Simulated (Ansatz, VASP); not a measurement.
# Two plane-wave programs on GaSb

```
Ga Sb
1.0
     0.00000    3.05900    3.05900
     3.05900    0.00000    3.05900
     3.05900    3.05900    0.00000
Ga Sb
1 1
Direct
  0.00000 0.00000 0.00000
  0.75000 0.75000 0.75000
```

Alike in both runs: task relaxation of cell and atoms; functional LDA; k mesh 12 × 12 × 12; occupations fermi-dirac, width 0.08 eV; no spin polarisation.

```csv
,VASP,Ansatz
version,VASP 6.6.1,Ansatz 0.2.0
potentials or method,"VASP PAW LDA potentials, release 64 (Ga_d, Sb)","PAW with Ansatz's default frozen-core files, scalar-relativistic"
plane-wave cutoff (eV),500,420
valence electrons in the cell,18,28
```

VASP gave:

```
relaxed volume (Å³/atom)                                     : 27.78
relaxed cell length with the largest relative difference (Å) : 4.283
```

**Question.** What did Ansatz give for the same quantities?

**Answer.** Relaxed volume (Å³/atom): 27.69; relaxed cell length with the largest relative difference (Å): 4.278.

LDA's correlation is that of Perdew and Zunger in VASP and of Perdew and Wang (1992) in Ansatz. VASP's potentials hold 18 valence electrons a cell and Ansatz's 28, so a difference there can come from the potentials and not from the codes.

Spin-orbit coupling is off throughout.
